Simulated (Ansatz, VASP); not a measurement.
# Al3W in VASP and in Ansatz

Contents of INCAR:

```
PREC     = Accurate       # precision mode
ENCUT    = 500            # plane-wave cutoff, eV
EDIFF    = 1E-7           # SCF threshold, eV
ISMEAR   = 0              # smearing method
SIGMA    = 0.1            # smearing width, eV
LREAL    = False          # projectors in reciprocal space
LASPH    = True           # aspherical terms in the spheres
NELM     = 120            # most SCF steps
ALGO     = Normal         # electronic algorithm
ISIF     = 3              # what is computed and relaxed
LWAVE    = False          # write WAVECAR
LCHARG   = False          # write CHGCAR
GGA      = PE             # functional
IBRION   = 2              # ionic algorithm
NSW      = 90             # ionic steps
EDIFFG   = -0.04          # ionic threshold
GGA_COMPAT= False        
NELMIN   = 4
```

The input KPOINTS:

```
Automatic mesh
0
Gamma
  6 6 6
```

Contents of POSCAR:

```
Al3W
1.0
    0.0000000000      3.1403098511      3.1403098511
    3.1403098511      0.0000000000      3.1403098511
    3.1403098511      3.1403098511      0.0000000000
Al W
3 1
Direct
    0.5000000000      0.5000000000      0.5000000000
    0.2500000000      0.2500000000      0.2500000000
    0.7500000000      0.7500000000      0.7500000000
    0.0000000000      0.0000000000      0.0000000000
```

Input for Ansatz:

```yaml
crystal:
  lattice:
    - [0.0, 3.1403098511, 3.1403098511]
    - [3.1403098511, 0.0, 3.1403098511]
    - [3.1403098511, 3.1403098511, 0.0]
  atoms:
    - { symbol: Al, position: [0.5, 0.5, 0.5] }
    - { symbol: Al, position: [0.25, 0.25, 0.25] }
    - { symbol: Al, position: [0.75, 0.75, 0.75] }
    - { symbol: W, position: [0.0, 0.0, 0.0] }
basis:
  ecutwfc: 420
kpoints:
  mp_grid: { grid: [6, 6, 6] }
hamiltonian:
  xc: pbe
scf:
  occupations: { method: gaussian, width: 0.1 }
  lower_state_search: "off"
output:
  forces: true
  stress: true
  eigenvalues: true
relax:
  adjacent_minimum: "off"
  f_tol: 0.04
  max_steps: 70
  cell: { stress_tol: 0.4 }
```

Change from the starting cell: species swapped into the Li3Sb type (Fm-3m, No. 225).

Alike in both runs: task relaxation of cell and atoms; functional PBE; k mesh 6 × 6 × 6; occupations gaussian, width 0.1 eV; no spin polarisation.

|  | VASP | Ansatz |
| --- | --- | --- |
| version | VASP 6.6.1 | Ansatz 0.2.0 |
| potentials or method | VASP PAW PBE potentials, release 64 (Al, W_sv), cutoff 500 eV | scalar-relativistic, plane waves, PAW |
| valence electrons in the cell | 23 | 23 |

Ansatz gave:

```
gap on the k mesh at the Fermi level, each at its own relaxed structure (eV) : none
relaxed volume (Å³/atom)                                                     : 15.40
relaxed cell length with the largest relative difference (Å)                 : 4.433
```

Which values does VASP return?

gap on the k mesh at the Fermi level, each at its own relaxed structure (eV): none; relaxed volume (Å³/atom): 15.38; relaxed cell length with the largest relative difference (Å): 4.431.

A gap of «none» marks a metal or a gap that the smearing closes.

Neither program's run includes spin-orbit coupling.
